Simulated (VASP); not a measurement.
A run of VASP 6.6.1 is set up as follows.

Contents of INCAR:

```
SYSTEM = Mo
  ALGO = Normal
  EDIFF = 1E-6
  ENCUT = 520
  GGA = RE
  ISIF = 2
  ISMEAR = -1
  LASPH = .True.
  LCHARG = .False.
  LREAL = .False.
  LWAVE = .False.
  NBANDS = 66
  NELM = 100
  PREC = Accurate
  SIGMA = 0.1
```

The input KPOINTS:

```
k-points
0
Gamma
  7 7 7
  0 0 0
```

POSCAR

```
Mo
1.0
    5.0588302707      0.0000000000      0.0000000000
    0.0000000000      5.0588302707      0.0000000000
    0.0000000000      0.0000000000      5.0588302707
Mo
8
Direct
    0.0000000000      0.0000000000      0.0000000000
    0.5000000000      0.5000000000      0.5000000000
    0.2500000000      1.0000000000      0.5000000000
    0.7500000000      1.0000000000      0.5000000000
    0.5000000000      0.2500000000      1.0000000000
    0.5000000000      0.7500000000      1.0000000000
    0.0000000000      0.5000000000      0.2500000000
    1.0000000000      0.5000000000      0.7500000000
```

Potentials or basis: VASP PAW PBE potentials, release 64 (Mo_sv).

Run with:

```bash
$ cat potpaw_PBE.64/Mo_sv/POTCAR > POTCAR
$ mpirun -np 1 vasp_std > vasp.out
```

What does it give for the band gap on the k mesh?

Zero (bands 56 and 57 overlap by 0.67 eV).

What does it give for the pressure?

0.8 GPa.

Caveat: the PAW data sets were made with another functional, which shifts forces and pressure a little.
